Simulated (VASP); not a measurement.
# CsCaF4 (P4/mmm) in VASP: notebook, part 2 of 2

VASP 6.6.1. Earlier steps stand in the parts before.

### Step 3. Relaxation of cell and atoms, PBE

This run uses another cell than the first one, of 16.48 Å³/atom.

File INCAR:

```
SYSTEM = CsCaF4
ALGO = Normal ; EDIFF = 1E-6
EDIFFG = -0.01 ; ENCUT = 600
GGA = PE ; IBRION = 2
ISIF = 3 ; ISMEAR = -1
LASPH = .TRUE. ; LCHARG = .FALSE.
LREAL = .FALSE. ; LWAVE = .FALSE.
NELM = 100 ; NSW = 100
PREC = Accurate ; SIGMA = 0.1322
```

File KPOINTS:

```
k-points
0
G
  8 8 5
  0 0 0
```

File POSCAR:

```
CsCaF4
1.0
    3.8564170000      0.0000000000      0.0000000000
    0.0000000000      3.8564170000      0.0000000000
    0.0000000000      0.0000000000      6.6470650000
Cs Ca F
1 1 4
Direct
    0.5000000000      0.5000000000      0.5000000000
    0.0000000000      0.0000000000      0.0000000000
    0.5000000000      0.0000000000      0.0000000000
    0.0000000000      0.5000000000      0.0000000000
    0.0000000000      0.0000000000      0.2770000000
    0.0000000000      0.0000000000      0.7230000000
```

Potentials or basis: VASP PAW PBE potentials, release 64 (Cs_sv, Ca_sv, F).

On the command line:

```sh
$ cat potpaw_PBE.64/Cs_sv/POTCAR potpaw_PBE.64/Ca_sv/POTCAR potpaw_PBE.64/F/POTCAR > POTCAR
$ mpirun -np 1 vasp_std > vasp.out
```

OUTCAR:

```text
SYSTEM = CsCaF4
   EDIFF = 1E-6
   EDIFFG = -0.01
   ENCUT = 600
   GGA = PE
   IBRION = 2
   ISIF = 3
   ISMEAR = -1
   LASPH = .TRUE.
   LREAL = .FALSE.
   NELM = 100
   NSW = 100
   PREC = Accurate

 ion  position               nearest neighbor table
   1  0.500  0.500  0.500-
   2  0.000  0.000  0.000-   5 1.84   6 1.84   3 1.93   4 1.93   4 1.93   3 1.93
   3  0.500  0.000  0.000-   2 1.93   2 1.93
   4  0.000  0.500  0.000-   2 1.93   2 1.93
   5  0.000  0.000  0.277-   2 1.84
   6  0.000  0.000  0.723-   2 1.84

  LATTYP: Found a simple tetragonal cell.
 ALAT       =     3.8564170000
 C/A-ratio  =     1.7236375112

  Lattice vectors:

 A1 = (   3.8564170000,   0.0000000000,   0.0000000000)
 A2 = (   0.0000000000,   3.8564170000,   0.0000000000)
 A3 = (   0.0000000000,   0.0000000000,   6.6470650000)

Analysis of symmetry for initial positions (statically):
=====================================================================
 Subroutine PRICEL returns:
 Original cell was already a primitive cell.

 Routine SETGRP: Setting up the symmetry group for a
 simple tetragonal supercell.

 Subroutine GETGRP returns: Found 16 space group operations
 (whereof 16 operations were pure point group operations)
 out of a pool of 16 trial point group operations.

The static configuration has the point symmetry D_4h.

Analysis of symmetry for dynamics (positions and initial velocities):
=====================================================================
 Subroutine PRICEL returns:
 Original cell was already a primitive cell.

 Routine SETGRP: Setting up the symmetry group for a
 simple tetragonal supercell.

 Subroutine GETGRP returns: Found 16 space group operations
 (whereof 16 operations were pure point group operations)
 out of a pool of 16 trial point group operations.

The dynamic configuration has the point symmetry D_4h.

 Subroutine INISYM returns: Found 16 space group operations
 (whereof 16 operations are pure point group operations),
 and found     1 'primitive' translations

----------------------------------------------------------------------------------------

                                     Primitive cell

  volume of cell :      98.8548

  direct lattice vectors                    reciprocal lattice vectors
     3.856417000  0.000000000  0.000000000     0.259308057  0.000000000  0.000000000
     0.000000000  3.856417000  0.000000000     0.000000000  0.259308057  0.000000000
     0.000000000  0.000000000  6.647065000     0.000000000  0.000000000  0.150442338

  length of vectors
     3.856417000  3.856417000  6.647065000     0.259308057  0.259308057  0.150442338

  position of ions in fractional coordinates (direct lattice)
     0.500000000  0.500000000  0.500000000
     0.000000000  0.000000000  0.000000000
     0.500000000  0.000000000  0.000000000
     0.000000000  0.500000000  0.000000000
     0.000000000  0.000000000  0.277000000
     0.000000000  0.000000000  0.723000000

  ion indices of the primitive-cell ions
   primitive index   ion index
                 1           1
                 2           2
                 3           3
                 4           4
                 5           5
[... 59 lines left out ...]
   dimension x,y,z NGXF=    64 NGYF=   64 NGZF=  108
   ions per type =               1   1   4
   NGX,Y,Z   is equivalent  to a cutoff of  13.79, 13.79, 13.51 a.u.
   NGXF,Y,Z  is equivalent  to a cutoff of  27.59, 27.59, 27.01 a.u.
 SYSTEM =  CsCaF4
   PREC   = accura    normal or accurate (medium, high low for compatibility)
   ISTART =      0    job   : 0-new  1-cont  2-samecut
   ICHARG =      2    charge: 1-file 2-atom 10-const
   ISPIN  =      1    spin polarized calculation?
   LNONCOLLINEAR =      F non collinear calculations
   LSORBIT =      F    spin-orbit coupling
   LASPH  =      T    aspherical Exc in radial PAW
   ENCUT  =  600.0 eV  44.10 Ry    6.64 a.u.   7.70  7.70 13.28*2*pi/ulx,y,z
   NELM   =    100;   NELMIN=  2; NELMDL= -5     # of ELM steps
   EDIFF  = 0.1E-05   stopping-criterion for ELM
   LREAL  =      F    real-space projection
   EDIFFG = -.1E-01   stopping-criterion for IOM
   NSW    =    100    number of steps for IOM
   IBRION =      2    ionic relax: 0-MD 1-quasi-New 2-CG
   NFREE  =      1    steps in history (QN), initial steepest desc. (CG)
   ISIF   =      3    stress and relaxation
   ISYM   =      2    0-nonsym 1-usesym 2-fastsym
   POTIM  = 0.5000    time-step for ionic-motion
   TEBEG  =    0.0;   TEEND  =   0.0 temperature during run
   PSTRESS=    0.0 pullay stress
   NELECT =      47.0000    total number of electrons
   NUPDOWN=      -1.0000    fix difference up-down
   EMIN   =  10.00;   EMAX   =-10.00  energy-range for DOS
   EFERMI =   0.00;   METHOD = LEGACY
   ISMEAR =    -1;   SIGMA  =   0.13  broadening in eV -4-tet -1-fermi 0-gaus
   EFERMI_NEDOS =   21; number of points for ismear=-14 and -15
   IALGO  =     38    algorithm
   IMIX   =      4    mixing-type and parameters
     AMIX     =   0.40;   BMIX     =  1.00
     AMIX_MAG =   1.60;   BMIX_MAG =  1.00
  volume/ion in A,a.u.               =      16.48       111.18
  Fermi-wavevector in a.u.,A,eV,Ry     =   1.277737  2.414573 22.213034  1.632612
  Thomas-Fermi vector in A             =   2.410320
   LORBIT       =      0    0 simple, 1 ext, 2 COOP (PROOUT), +10 PAW based schemes
   GGA     = PE    functional components
   LHFCALC =     F    Hartree Fock is set to
   AEXX    =    0.0000 exact exchange contribution
   IVDW    =     0    specifies the selected vdW correction
   LEPSILON=     F    determine dielectric tensor
   LRPA    =     F    only Hartree local field effects (RPA)
 conjugate gradient relaxation of ions
 non-spin polarized calculation
  energy-cutoff  :      600.00
  volume of cell :       98.85
 maximum number of plane-waves:      3324
 NGX is ok and might be reduce to    32
   NGX = 15   NGY = 15   NGZ = 27

--------------------------------------- Ionic step        1  -------------------------------------------

 number of electron      46.9999951 magnetization

 Free energy of the ion-electron system (eV)
  ---------------------------------------------------
  ext. energy  EPLUGINS =         0.00000000
  ---------------------------------------------------
  free energy    TOTEN  =       -22.49633142 eV

  energy without entropy =      -22.24031938  energy(sigma->0) =      -22.36832540

------------------------ aborting loop because EDIFF is reached ----------------------------------------

  FORCE on cell =-STRESS in cart. coord.  units (eV):
  Direction    XX          YY          ZZ          XY          YZ          ZX
  --------------------------------------------------------------------------------------
  -------------------------------------------------------------------------------------
  Total       17.2792482     17.2792482     22.0303685      0.0000000     -0.0000000      0.0000000
  in kB      280.0512548    280.0512548    357.0544429      0.0000000     -0.0000000      0.0000000
  external PRESSURE =     305.7189842 kB  Pullay stress =       0.0000000 kB
[... 101 lines left out ...]
  FREE ENERGIE OF THE ION-ELECTRON SYSTEM (eV)
  ---------------------------------------------------
  free  energy   TOTEN  =       -26.4880783925 eV

  energy  without entropy=      -26.0726688815  energy(sigma->0) =      -26.28037364

[... ionic steps 4 to 14 ...]

--------------------------------------- Ionic step       15  -------------------------------------------

 number of electron      47.0000066 magnetization

------------------------ aborting loop because EDIFF is reached ----------------------------------------
[... 75 lines left out ...]
--------------------------------------- Ionic step       17  -------------------------------------------

 number of electron      47.0000053 magnetization

 Free energy of the ion-electron system (eV)
  ---------------------------------------------------
  ext. energy  EPLUGINS =         0.00000000
  ---------------------------------------------------
  free energy    TOTEN  =       -26.67719833 eV

  energy without entropy =      -26.35419047  energy(sigma->0) =      -26.51569440

 E-fermi :  -3.0483     XC(G=0):  -7.8599

 val. band max:       -3.1019370894   @ k =   0.0000   0.0000   0.2000
 cond. band min:      -3.0159940208   @ k =   0.5000   0.5000   0.0000
 fundamental gap:      0.0859430685
 Fermi energy:        -3.0482702733

 k-point     1 :       0.0000    0.0000    0.0000
  band No.  band energies     occupation
      1     -38.6133      2.00000
      2     -22.7900      2.00000
      3     -22.5530      2.00000
      4     -22.4095      2.00000
      5     -22.3437      2.00000
      6     -21.0209      2.00000
[... 733 lines left out ...]
     27       5.8253      0.00000
     28       6.5579      0.00000

 [... further k-points ...]
[... 5 lines left out ...]
  --------------------------------------------------------------------------------------
  -------------------------------------------------------------------------------------
  Total        0.0175202      0.0175202      0.0436915      0.0000000      0.0000000      0.0000000
  in kB        0.2111400      0.2111400      0.5265357      0.0000000      0.0000000      0.0000000
  external PRESSURE =       0.3162719 kB  Pullay stress =       0.0000000 kB
[... 21 lines left out ...]
  FREE ENERGIE OF THE ION-ELECTRON SYSTEM (eV)
  ---------------------------------------------------
  free  energy   TOTEN  =       -26.6771983267 eV

  energy  without entropy=      -26.3541904666  energy(sigma->0) =      -26.51569440

 reached required accuracy - stopping structural energy minimisation
```

It took 26 min on 1 thread of Intel Xeon Platinum 8259CL at 2.50GHz (Skylake/Cascade Lake), shared host; peak memory 0.34 GiB.

Results:

```yaml
Free_energy: -26.6772 eV
Relaxed_volume: 22.16 Å³/atom
Relaxed_cell: a = 4.421 Å, b = 4.421 Å, c = 6.803 Å, α = 90.00°, β = 90.00°, γ = 90.00°
Space_group_after_relaxing_to_0.1_Å: P4/mmm (No. 123)
Energy_gained_by_relaxing: 696.8 meV/atom
Ionic_steps: 17
Pressure_after_relaxing: 0.0 GPa
Largest_force_after_relaxing: 0.004 eV/Å
Band_gap_on_the_k_mesh: zero (an odd number of electrons rules out a gap without spin polarisation)
```

Forces on the atoms (eV/Å):
```
Cs   0.000  0.000  0.000
Ca   0.000  0.000  0.000
F    0.000  0.000  0.000
F    0.000  0.000  0.000
F    0.000  0.000  0.004
F    0.000  0.000 -0.004
```

Step by step:
```
step  energy change (eV)  largest force (eV/Å)  pressure (GPa)  volume (Å³)
   1              0.0000                6.2567           30.57        98.85
   2             -3.9005                0.3019           -2.23       150.95
   3             -3.9917                0.0342            1.18       138.29
   4             -3.9980                0.1117            0.40       140.84
   5             -3.9973                0.0849            0.67       139.90
   6             -4.0862                0.0297           -0.26       141.88
   7             -4.1183                0.0537           -1.06       143.73
   8             -4.1388                0.1896           -0.35       140.37
   9             -4.1422                0.2773            0.06       138.54
  10             -4.1515                0.2336            0.06       137.76
  11             -4.1715                0.1129            0.09       135.42
  12             -4.1714                0.1795            0.30       130.74
  13             -4.1791                0.0255            0.15       133.51
  14             -4.1798                0.0198            0.18       132.76
  15             -4.1797                0.0332           -0.30       133.81
  16             -4.1807                0.0262           -0.06       133.27
  17             -4.1809                0.0036            0.03       132.95
```

Final structure:
```
CELL_PARAMETERS angstrom
4.42083 0.00000 0.00000
0.00000 4.42083 0.00000
0.00000 0.00000 6.80258
ATOMIC_POSITIONS crystal
Cs 0.50000 0.50000 0.50000
Ca 0.00000 0.00000 0.00000
F 0.50000 0.00000 0.00000
F 0.00000 0.50000 0.00000
F 0.00000 0.00000 0.33317
F 0.00000 0.00000 0.66683
```

Caveat: the volume moved by over 15 % at a fixed basis, so the end points are rough; spin-orbit coupling is left out, which moves the levels of the heavy elements; an odd number of electrons without spin polarisation forces a metal; a magnetic or distorted state may lie lower.

The gap in the log of VASP goes by the Fermi energy; the results here count the filled bands.